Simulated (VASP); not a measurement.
# B17HN18 (a cell with a defect) in VASP: a series of runs, part 2 of 2

VASP 6.6.1.

## 3. Single point, PBE, collinear spin

File INCAR:

```
SYSTEM = B17HN18
PREC = Accurate
ENCUT = 520
EDIFF = 1E-6
ISMEAR = 0
SIGMA = 0.01
LREAL = Auto
LASPH = .TRUE.
NELM = 200
ALGO = Normal
ISIF = 2
LWAVE = .FALSE.
LCHARG = .TRUE.
ISPIN = 2
MAGMOM = 0.02 0.01 0.02 0.01 0.01 0.01 0.01 0.02 0.01 0.02 0.02 0.02 0.02 0.01 0.01 0.01 0 0.07 0 0.08 0 0.02 0 0.03 -0.01 0.4 0.01 0.03 0 0.02 0 0.36 0 0.11 0 0
LORBIT = 11
NUPDOWN = 3.0
GGA = PE
LELF = .TRUE.
LVHAR = .TRUE.
NBANDS = 99
NELECT = 143.0
GGA_COMPAT = .FALSE.
ISYM = -1
```

File KPOINTS:

```
explicit points
1
Reciprocal
  0.25000000   0.25000000   0.25000000 1
```

File POSCAR:

```
B17HN18
1.0
    7.4650312800      0.0000000000      0.0000000000
   -3.7325156400      6.4649067300      0.0000000000
    0.0000000000      0.0000000000      6.4954828800
B N H
17 18 1
Direct
    0.0522684206      0.1912495390      0.2472364722
    0.2832221795      0.1409479507      0.7651757172
    0.0520352071      0.5245179147      0.2484388790
    0.2847707970      0.4755675497      0.7405447537
    0.0523103167      0.8580510221      0.2480049569
    0.2830918764      0.8095207303      0.7458669633
    0.3861782864      0.1915295322      0.2492212379
    0.6153818258      0.1410962612      0.7667191513
    0.3859162342      0.5247004490      0.2501386275
    0.3852027599      0.8579726231      0.2509135592
    0.6175602872      0.8107652486      0.7393135028
    0.7184037744      0.1911570695      0.2488988441
    0.9510384588      0.1455473367      0.7586418544
    0.7193080738      0.5248360918      0.2506938782
    0.9464127246      0.4753138169      0.7418016080
    0.7185038199      0.8577606162      0.2490964467
    0.9502360638      0.8094840562      0.7395075159
    0.1727953851      0.2532862690      0.7560103486
    0.1646579660      0.0813491660      0.2477252255
    0.1702990872      0.5855857813      0.7423826389
    0.1646861616      0.4145841286      0.2493812655
    0.1711954271      0.9198649675      0.7499296351
    0.1635577244      0.7475190832      0.2491328933
    0.4987382576      0.2413512319      0.7893610088
    0.4971298515      0.0807763074      0.2530733002
    0.5010924233      0.5944485700      0.7188349315
    0.4981323345      0.4146841445      0.2490602877
    0.5035487307      0.9193395195      0.7491022754
    0.4973421739      0.7479108981      0.2491667982
    0.8371844638      0.2532510725      0.7576529653
    0.8309684485      0.0810701100      0.2486045086
    0.8473648104      0.5934920711      0.7169880097
    0.8308300658      0.4143061800      0.2476343607
    0.8393580078      0.9217119256      0.7491555363
    0.8309773534      0.7481096977      0.2474872692
    0.5803868272      0.4006578338      0.7913139156
```

Potentials or basis: VASP PAW PBE potentials, release 64 (B, N, H).

Run with:

```bash
> cat potpaw_PBE.64/B/POTCAR potpaw_PBE.64/N/POTCAR potpaw_PBE.64/H/POTCAR > POTCAR
> mpirun -np 1 vasp_std > vasp.out
```

It took 4.8 min on 1 thread of Intel Xeon Platinum 8259CL at 2.50GHz (Skylake/Cascade Lake), shared host; peak memory 0.5 GiB.

Results (log left out):

| Property | Result |
| --- | --- |
| Free energy | -299.1160 eV |
| Largest force | 0.049 eV/Å |
| Net moment | 3.00 μB per cell |
| Site moments | B +0.03, +0.01, +0.02, +0.04, -0.00 (each value once); N +0.08, +0.00, +0.10, +0.02, -0.01, +0.06, +0.51, +0.01, +0.03, +0.46, -0.00, +0.14 (each value once); H +0.01 μB |
| Valence electrons inside the program's atomic spheres | B 2.23, 2.27, 2.22, 2.26 (each value once); N 4.02, 4.04, 4.01, 4.05, 4.06, 3.85, 3.87 (each value once); H 0.71 |

Forces on the atoms (eV/Å):
```
B    0.000 -0.001 -0.001
B   -0.002  0.002  0.001
B    0.002  0.001 -0.002
B    0.001 -0.008 -0.001
B    0.000 -0.001 -0.001
B    0.002  0.003 -0.002
B   -0.001  0.001  0.000
B    0.000  0.003  0.002
B    0.003 -0.003  0.003
B    0.002 -0.002  0.001
B    0.014  0.008 -0.001
B    0.002  0.000 -0.001
B    0.007  0.001  0.002
B   -0.003 -0.003  0.003
B   -0.007 -0.013  0.002
B    0.001 -0.004  0.001
B   -0.021  0.003 -0.001
N    0.006 -0.001  0.001
N   -0.004  0.002 -0.001
N    0.000 -0.001 -0.002
N   -0.001  0.003  0.000
N    0.001 -0.001 -0.001
N    0.000  0.001  0.002
N    0.006  0.049  0.000
N    0.000  0.000 -0.001
N    0.013 -0.016 -0.003
N   -0.001  0.003 -0.001
N   -0.002  0.001  0.000
N    0.002  0.004  0.000
N   -0.006 -0.002  0.001
N    0.000  0.002  0.001
N   -0.015 -0.007 -0.007
N    0.000  0.000  0.001
N    0.007 -0.005  0.000
N   -0.002  0.001 -0.001
H   -0.006 -0.019  0.005
```

Caveat: the cell carries a net charge on a neutralising background, which shifts energy and pressure; the cell is charged against a uniform background, so pressure and absolute levels hang on convention; the moment is held away from its start; the total moment is fixed, so each spin has its own Fermi level and the state may be an excited one.

## 4. Single point, PBE

File INCAR:

```
PREC     = Accurate       # precision mode
ENCUT    = 520            # plane-wave cutoff, eV
EDIFF    = 1E-6           # SCF threshold, eV
ISMEAR   = -1             # smearing method
SIGMA    = 0.01           # smearing width, eV
LREAL    = Auto         
LASPH    = T              # aspherical terms in the spheres
NELM     = 120            # most SCF steps
ALGO     = Normal         # electronic algorithm
ISIF     = 2              # what is computed and relaxed
LWAVE    = F              # write WAVECAR
LCHARG   = F              # write CHGCAR
GGA      = PE             # functional
NELECT   = 144.0        
NBANDS   = 95             # bands
GGA_COMPAT= F            
ISYM     = -1
```

File KPOINTS:

```
explicit points
4
Reciprocal
  0.25000000   0.25000000   0.25000000 2
  0.25000000   0.25000000   0.75000000 2
  0.25000000   0.75000000   0.25000000 2
  0.25000000   0.75000000   0.75000000 2
```

File POSCAR:

```
B17HN18
1.0
    7.4650312844      0.0000000000      0.0000000000
   -3.7325156422      6.4649067324      0.0000000000
    0.0000000000      0.0000000000      6.4954828762
B N H
17 18 1
Direct
    0.1171141469      0.2186811829      0.2419149999
    0.2214163455      0.1205426473      0.7593142239
    0.1164212924      0.5482003483      0.2433136643
    0.2193942630      0.4576314963      0.8077944640
    0.1160982172      0.8831784473      0.2391073499
    0.2169306486      0.7844829572      0.7450142438
    0.4516510235      0.2202815100      0.2322788633
    0.5500220257      0.1142454933      0.7372832154
    0.4473645852      0.5524060675      0.1431804979
    0.4513071233      0.8829357430      0.2440627910
    0.5452903134      0.7808346175      0.8073373061
    0.7827823302      0.2168406855      0.2543291593
    0.8842742371      0.1167465885      0.7693675792
    0.7793965466      0.5479624147      0.2318009227
    0.8836070227      0.4550854203      0.7351127014
    0.7809164243      0.8822647786      0.2418301687
    0.8793764110      0.7761079218      0.7560362981
    0.1089368865      0.2316264111      0.7845821746
    0.2271695249      0.1058929934      0.2363784216
    0.1096590744      0.5619297527      0.7453486015
    0.2254827868      0.4380558765      0.2303163196
    0.1068816667      0.8963769835      0.7479741493
    0.2271985033      0.7723696556      0.2402519196
    0.4378051782      0.2203681320      0.7370246874
    0.5602960324      0.1066138981      0.2525378922
    0.4237153090      0.5767365566      0.8972661009
    0.5609576533      0.4383400347      0.2052167297
    0.4401040301      0.8906943081      0.7448328511
    0.5614494155      0.7739873551      0.2308793360
    0.7743037425      0.2275586593      0.7452633680
    0.8936033650      0.1057321535      0.2570464363
    0.7764575889      0.5631018456      0.7301451521
    0.8929131736      0.4390765662      0.2513351329
    0.7706931089      0.8928473268      0.7851208370
    0.8938144700      0.7723757124      0.2354962445
    0.5481045298      0.3866537054      0.7398203482
```

Run with:

```bash
> cat potpaw_PBE.64/B/POTCAR potpaw_PBE.64/N/POTCAR potpaw_PBE.64/H/POTCAR > POTCAR
> mpirun -np 1 vasp_std > vasp.out
```

Wall time 2.3 min (1 thread of AMD EPYC 9R45 (Zen 5), shared host); peak memory 0.37 GiB.

The run converged. Its results:

```
Free energy   : -298.8323 eV
Largest force : 0.292 eV/Å
```

Forces on the atoms (eV/Å):
```
B   -0.164  0.070  0.017
B    0.006 -0.129 -0.015
B   -0.156  0.079  0.013
B    0.154 -0.065  0.116
B   -0.169  0.114  0.029
B    0.137 -0.100 -0.020
B   -0.227  0.091 -0.044
B    0.116 -0.108  0.004
B   -0.091  0.048  0.040
B   -0.152  0.092  0.010
B    0.145 -0.115  0.109
B   -0.146  0.084  0.011
B   -0.011 -0.010 -0.057
B   -0.187  0.142 -0.051
B    0.117 -0.031  0.004
B   -0.130  0.081  0.012
B    0.189  0.062 -0.011
N    0.080  0.039 -0.044
N    0.153 -0.093  0.008
N   -0.170  0.061 -0.026
N    0.125 -0.081 -0.109
N   -0.250  0.134  0.070
N    0.154 -0.089 -0.022
N    0.004  0.244 -0.038
N    0.219 -0.118  0.019
N   -0.128  0.069 -0.050
N    0.137 -0.072  0.024
N   -0.155  0.164  0.002
N    0.134 -0.067 -0.114
N   -0.024  0.003  0.000
N    0.156 -0.050  0.143
N   -0.047  0.019 -0.041
N    0.203 -0.118  0.020
N   -0.017 -0.054 -0.043
N    0.106 -0.085  0.016
H   -0.112 -0.211  0.015
```

Levels at points of the mesh, in eV from the Fermi level:
| k point | band 70 | band 71 | band 72 | band 73 | band 74 | band 75 |
| --- | --- | --- | --- | --- | --- | --- |
| (0.25, 0.25, 0.25) | -1.28 | -1.05 | -0.56 | 3.04 | 3.19 | 3.38 |

Caveat: the cell carries a net charge on a neutralising background, which shifts energy and pressure; the cell is charged against a uniform background, so pressure and absolute levels hang on convention.
